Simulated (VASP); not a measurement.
# SiC3 (P4/mmm) in VASP: single point with PBE

Aim: the single point of SiC3 with PBE.

Everything below comes from runs of VASP 6.6.1. Logs are shortened: lines on timing, memory, paths and dates and some standing lists are left out, and cuts for length are marked.

### 1 The cell of the first run

It takes space group P4/mmm (No. 123, tetragonal). The conventional cell has a = 3.576 Å, b = 3.576 Å, c = 3.404 Å, α = 90.00°, β = 90.00°, γ = 90.00°. Within 2.3 Å of Si (site symmetry 4/mmm) lie 2 C at 1.70 Å. C (site symmetry 4/mmm) has 2 Si at 1.70 Å within 2.3 Å. C (site symmetry 4mm) has 1 C at 1.35 Å within 1.8 Å.

### 2 Single point, PBE, collinear spin

Contents of INCAR:

```
SYSTEM = SiC3
PREC = Accurate
ENCUT = 1300
EDIFF = 1E-6
ISMEAR = 0
SIGMA = 0.1
LREAL = .FALSE.
LASPH = .TRUE.
NELM = 200
ALGO = Normal
ISIF = 2
LWAVE = .FALSE.
LCHARG = .FALSE.
ISPIN = 2
MAGMOM = 0 1 1 1
LORBIT = 11
GGA = PE
NBANDS = 20
GGA_COMPAT = .FALSE.
```

Contents of KPOINTS:

```
regular mesh
0
G
  6 6 6
  0 0 0
```

Contents of POSCAR:

```
SiC3
1.0
    3.5756969826      0.0000000000      0.0000000000
    0.0000000000      3.5756969826      0.0000000000
    0.0000000000      0.0000000000      3.4043470061
Si C
1 3
Direct
    0.0000000000      0.0000000000      0.5000000000
    0.0000000000      0.0000000000      0.0000000000
    0.5000000000      0.5000000000      0.6987638000
    0.5000000000      0.5000000000      0.3012362000
```

Potentials or basis: VASP PAW PBE potentials, release 64 (Si, C_h).

On the command line:

```
$ cat potpaw_PBE.64/Si/POTCAR potpaw_PBE.64/C_h/POTCAR > POTCAR
$ mpirun -np 1 vasp_std > vasp.out
```

OUTCAR:

```text
SYSTEM = SiC3
   PREC = Accurate
   ENCUT = 1300
   EDIFF = 1E-6
   ISMEAR = 0
   LREAL = .FALSE.
   LASPH = .TRUE.
   NELM = 200
   ISIF = 2
   ISPIN = 2
   LORBIT = 11
   GGA = PE

 ion  position               nearest neighbor table
   1  0.000  0.000  0.500-   2 1.70   2 1.70
   2  0.000  0.000  0.000-   1 1.70   1 1.70
   3  0.500  0.500  0.699-   4 1.35
   4  0.500  0.500  0.301-   3 1.35

  LATTYP: Found a simple tetragonal cell.
 ALAT       =     3.5756969826
 C/A-ratio  =     0.9520792793

  Lattice vectors:

 A1 = (   3.5756969826,   0.0000000000,   0.0000000000)
 A2 = (   0.0000000000,   3.5756969826,   0.0000000000)
 A3 = (   0.0000000000,   0.0000000000,   3.4043470061)

Analysis of symmetry for initial positions (statically):
=====================================================================
 Subroutine PRICEL returns:
 Original cell was already a primitive cell.

 Routine SETGRP: Setting up the symmetry group for a
 simple tetragonal supercell.

 Subroutine GETGRP returns: Found 16 space group operations
 (whereof 16 operations were pure point group operations)
 out of a pool of 16 trial point group operations.

The static configuration has the point symmetry D_4h.

Analysis of symmetry for dynamics (positions and initial velocities):
=====================================================================
 Subroutine PRICEL returns:
 Original cell was already a primitive cell.

 Routine SETGRP: Setting up the symmetry group for a
 simple tetragonal supercell.

 Subroutine GETGRP returns: Found 16 space group operations
 (whereof 16 operations were pure point group operations)
 out of a pool of 16 trial point group operations.

The dynamic configuration has the point symmetry D_4h.

Analysis of structural, dynamic, and magnetic symmetry:
=====================================================================
 Subroutine PRICEL returns:
 Original cell was already a primitive cell.

 Routine SETGRP: Setting up the symmetry group for a
 simple tetragonal supercell.

 Subroutine GETGRP returns: Found 16 space group operations
 (whereof 16 operations were pure point group operations)
 out of a pool of 16 trial point group operations.

The overall configuration has the point symmetry D_4h.

 Subroutine INISYM returns: Found 16 space group operations
 (whereof 16 operations are pure point group operations),
 and found     1 'primitive' translations

----------------------------------------------------------------------------------------

                                     Primitive cell

  volume of cell :      43.5266

  direct lattice vectors                    reciprocal lattice vectors
     3.575696983  0.000000000  0.000000000     0.279665756  0.000000000  0.000000000
     0.000000000  3.575696983  0.000000000     0.000000000  0.279665756  0.000000000
     0.000000000  0.000000000  3.404347006     0.000000000  0.000000000  0.293742089

  length of vectors
     3.575696983  3.575696983  3.404347006     0.279665756  0.279665756  0.293742089

  position of ions in fractional coordinates (direct lattice)
     0.000000000  0.000000000  0.500000000
     0.000000000  0.000000000  0.000000000
     0.500000000  0.500000000  0.698763800
     0.500000000  0.500000000  0.301236200

  ion indices of the primitive-cell ions
   primitive index   ion index
                 1           1
                 2           2
                 3           3
                 4           4

----------------------------------------------------------------------------------------

 KPOINTS: regular mesh

Automatic generation of k-mesh.
 Grid dimensions read from file:
 generate k-points for:    6    6    6

 Generating k-lattice:

  Cartesian coordinates                     Fractional coordinates (reciprocal lattice)
     0.046610959  0.000000000  0.000000000     0.166666667  0.000000000  0.000000000
     0.000000000  0.046610959  0.000000000     0.000000000  0.166666667  0.000000000
     0.000000000  0.000000000  0.048957015     0.000000000  0.000000000  0.166666667

  Length of vectors
     0.046610959  0.046610959  0.048957015

  Shift w.r.t. Gamma in fractional coordinates (k-lattice)
     0.000000000  0.000000000  0.000000000

 Subroutine IBZKPT returns following result:
 ===========================================

 Found     40 irreducible k-points:

 Following reciprocal coordinates:
            Coordinates               Weight
  0.000000  0.000000  0.000000      1.000000
  0.166667  0.000000  0.000000      4.000000
  0.333333  0.000000  0.000000      4.000000
  0.500000  0.000000  0.000000      2.000000
  0.166667  0.166667  0.000000      4.000000
  0.333333  0.166667  0.000000      8.000000
[... 16 lines left out ...]
  0.333333  0.000000  0.333333      8.000000
  0.500000  0.000000  0.333333      4.000000
 [... further k-points ...]
   k-points           NKPTS =     40   k-points in BZ     NKDIM =     40   number of bands    NBANDS=     20
   number of dos      NEDOS =    301   number of ions     NIONS =      4
   total plane-waves  NPLWV =  70560
   dimension x,y,z NGX =    42 NGY =   42 NGZ =   40
   dimension x,y,z NGXF=    84 NGYF=   84 NGZF=   80
   ions per type =               1   3
   NGX,Y,Z   is equivalent  to a cutoff of  19.53, 19.53, 19.53 a.u.
   NGXF,Y,Z  is equivalent  to a cutoff of  39.05, 39.05, 39.07 a.u.
 SYSTEM =  SiC3
   PREC   = accura    normal or accurate (medium, high low for compatibility)
   ISTART =      0    job   : 0-new  1-cont  2-samecut
   ICHARG =      2    charge: 1-file 2-atom 10-const
   ISPIN  =      2    spin polarized calculation?
   LNONCOLLINEAR =      F non collinear calculations
   LSORBIT =      F    spin-orbit coupling
   LASPH  =      T    aspherical Exc in radial PAW
   ENCUT  = 1300.0 eV  95.55 Ry    9.77 a.u.  10.51 10.51 10.01*2*pi/ulx,y,z
   NELM   =    200;   NELMIN=  2; NELMDL= -5     # of ELM steps
   EDIFF  = 0.1E-05   stopping-criterion for ELM
   LREAL  =      F    real-space projection
   EDIFFG = 0.1E-04   stopping-criterion for IOM
   NSW    =      0    number of steps for IOM
   IBRION =     -1    ionic relax: 0-MD 1-quasi-New 2-CG
   NFREE  =      0    steps in history (QN), initial steepest desc. (CG)
   ISIF   =      2    stress and relaxation
   ISYM   =      2    0-nonsym 1-usesym 2-fastsym
   POTIM  = 0.5000    time-step for ionic-motion
   TEBEG  =    0.0;   TEEND  =   0.0 temperature during run
   PSTRESS=    0.0 pullay stress
   NELECT =      16.0000    total number of electrons
   NUPDOWN=      -1.0000    fix difference up-down
   EMIN   =  10.00;   EMAX   =-10.00  energy-range for DOS
   EFERMI =   0.00;   METHOD = LEGACY
   ISMEAR =     0;   SIGMA  =   0.10  broadening in eV -4-tet -1-fermi 0-gaus
   EFERMI_NEDOS =   21; number of points for ismear=-14 and -15
   IALGO  =     38    algorithm
   IMIX   =      4    mixing-type and parameters
     AMIX     =   0.40;   BMIX     =  1.00
     AMIX_MAG =   1.60;   BMIX_MAG =  1.00
  volume/ion in A,a.u.               =      10.88        73.43
  Fermi-wavevector in a.u.,A,eV,Ry     =   1.172726  2.216130 18.711894  1.375285
  Thomas-Fermi vector in A             =   2.309150
   LORBIT       =     11    0 simple, 1 ext, 2 COOP (PROOUT), +10 PAW based schemes
   GGA     = PE    functional components
   LHFCALC =     F    Hartree Fock is set to
   AEXX    =    0.0000 exact exchange contribution
   IVDW    =     0    specifies the selected vdW correction
   LEPSILON=     F    determine dielectric tensor
   LRPA    =     F    only Hartree local field effects (RPA)
 spin polarized calculation
 Gauss-broadening in eV      SIGMA  =   0.10
  energy-cutoff  :     1300.00
  volume of cell :       43.53
 maximum number of plane-waves:      4650
   NGX = 21   NGY = 21   NGZ = 21

 number of electron      16.0000000 magnetization      -0.0058306

 number of electron      16.0000000 magnetization       0.0002404

 Free energy of the ion-electron system (eV)
  ---------------------------------------------------
  ext. energy  EPLUGINS =         0.00000000
  ---------------------------------------------------
  free energy    TOTEN  =       -23.25157466 eV

  energy without entropy =      -23.24354442  energy(sigma->0) =      -23.24755954

 E-fermi :   5.9082     XC(G=0): -10.8310

 val. band max:        5.8998924247   @ k =   0.5000   0.0000   0.5000
 cond. band min:       5.9347596872   @ k =   0.1667   0.0000   0.1667
 fundamental gap:      0.0348672625
 Fermi energy:         5.9082444940

 spin component 1

 k-point     1 :       0.0000    0.0000    0.0000
  band No.  band energies     occupation
      1     -10.2527      1.00000
      2      -5.4935      1.00000
      3       0.1651      1.00000
      4       0.8986      1.00000
      5       0.8986      1.00000
      6       1.0385      1.00000
[... 12 lines left out ...]
     19      20.0273      0.00000
     20      23.0919      0.00000

 k-point     2 :       0.1667    0.0000    0.0000
  band No.  band energies     occupation
      1     -10.0602      1.00000
      2      -5.8112      1.00000
      3       0.2909      1.00000
      4       0.3049      1.00000
      5       1.1294      1.00000
      6       1.6153      1.00000
[... 12 lines left out ...]
     19      19.5415      0.00000
     20      23.1464      0.00000
[... 465 lines left out ...]
      3      -2.8019      1.00000
      4      -1.4199      1.00000
      5       2.6273      1.00000
      6       2.8217      1.00000
[... 12 lines left out ...]
     19      21.1511      0.00000
     20      23.5888      0.00000

 k-point    24 :       0.5000    0.0000    0.3333
  band No.  band energies     occupation
      1      -8.7567      1.00000
      2      -6.0068      1.00000
      3      -2.5616      1.00000
      4      -2.1527      1.00000
      5       3.0133      1.00000
      6       3.3927      1.00000
[... 12 lines left out ...]
     19      22.5407      0.00000
     20      22.5659      0.00000

 [... further k-points ...]

 spin component 2

 k-point     1 :       0.0000    0.0000    0.0000
  band No.  band energies     occupation
      1     -10.2526      1.00000
      2      -5.4933      1.00000
      3       0.1652      1.00000
      4       0.8987      1.00000
      5       0.8987      1.00000
      6       1.0389      1.00000
[... 12 lines left out ...]
     19      20.0271      0.00000
     20      23.0922      0.00000

 k-point     2 :       0.1667    0.0000    0.0000
  band No.  band energies     occupation
      1     -10.0602      1.00000
      2      -5.8110      1.00000
      3       0.2910      1.00000
      4       0.3051      1.00000
      5       1.1294      1.00000
      6       1.6156      1.00000
[... 12 lines left out ...]
     19      19.5414      0.00000
     20      23.1462      0.00000
[... 465 lines left out ...]
      3      -2.8018      1.00000
      4      -1.4196      1.00000
      5       2.6273      1.00000
      6       2.8218      1.00000
[... 12 lines left out ...]
     19      21.1510      0.00000
     20      23.5895      0.00000

 k-point    24 :       0.5000    0.0000    0.3333
  band No.  band energies     occupation
      1      -8.7567      1.00000
      2      -6.0066      1.00000
      3      -2.5615      1.00000
      4      -2.1524      1.00000
      5       3.0133      1.00000
      6       3.3928      1.00000
[... 12 lines left out ...]
     19      22.5407      0.00000
     20      22.5660      0.00000

 [... further k-points ...]

------------------------ aborting loop because EDIFF is reached ----------------------------------------

  FORCE on cell =-STRESS in cart. coord.  units (eV):
  Direction    XX          YY          ZZ          XY          YZ          ZX
  --------------------------------------------------------------------------------------
  -------------------------------------------------------------------------------------
  Total        0.0202019      0.0202019     -0.0777471      0.0000000      0.0000000      0.0000000
  in kB        0.7436122      0.7436122     -2.8618006      0.0000000      0.0000000      0.0000000
  external PRESSURE =      -0.4581921 kB  Pullay stress =       0.0000000 kB

 VOLUME and BASIS-vectors are now :
 -----------------------------------------------------------------------------
  energy-cutoff  :     1300.00
  volume of cell :       43.53
      direct lattice vectors                 reciprocal lattice vectors
     3.575696983  0.000000000  0.000000000     0.279665756  0.000000000  0.000000000
     0.000000000  3.575696983  0.000000000     0.000000000  0.279665756  0.000000000
     0.000000000  0.000000000  3.404347006     0.000000000  0.000000000  0.293742089

 POSITION                                       TOTAL-FORCE (eV/Angst)
 -----------------------------------------------------------------------------------
      0.00000      0.00000      1.70217         0.000000      0.000000      0.000000
      0.00000      0.00000      0.00000         0.000000      0.000000      0.000000
      1.78785      1.78785      2.37883         0.000000     -0.000000     -0.016415
      1.78785      1.78785      1.02551        -0.000000      0.000000      0.016415
 -----------------------------------------------------------------------------------
    total drift:                                0.000000     -0.000000     -0.000000

  FREE ENERGIE OF THE ION-ELECTRON SYSTEM (eV)
  ---------------------------------------------------
  free  energy   TOTEN  =       -23.2515746635 eV

  energy  without entropy=      -23.2435444235  energy(sigma->0) =      -23.24755954

 total charge

# of ion       s       p       d       tot
------------------------------------------
    1        0.713   0.887   0.000   1.601
    2        0.494   0.925   0.000   1.419
    3        0.561   0.782   0.000   1.343
    4        0.561   0.782   0.000   1.343
--------------------------------------------------
tot          2.330   3.377   0.000   5.707

 magnetization (x)

# of ion       s       p       d       tot
------------------------------------------
    1       -0.000  -0.000   0.000  -0.000
    2        0.000   0.000   0.000   0.000
    3        0.000   0.000   0.000   0.000
    4        0.000   0.000   0.000   0.000
--------------------------------------------------
tot          0.000   0.000   0.000   0.000
```

Run time: 2.3 min. Hardware: 1 thread of Intel Xeon Platinum 8375C at 2.90GHz (Ice Lake), shared host; peak memory 0.41 GiB.

Results:

- Free energy: -23.2516 eV
- Pressure: 0.0 GPa
- Largest force: 0.016 eV/Å
- Band gap on the k mesh: zero (filled and empty bands overlap)
- Net moment: 0.00 μB per cell
- Valence electrons inside the program's atomic spheres: Si 1.60; C 1.42, 1.34 (each value once)

Forces on the atoms (eV/Å):
```
Si   0.000  0.000  0.000
C    0.000  0.000  0.000
C    0.000  0.000 -0.016
C    0.000  0.000  0.016
```

The gap in the log of VASP goes by the Fermi energy; the results here count the filled bands.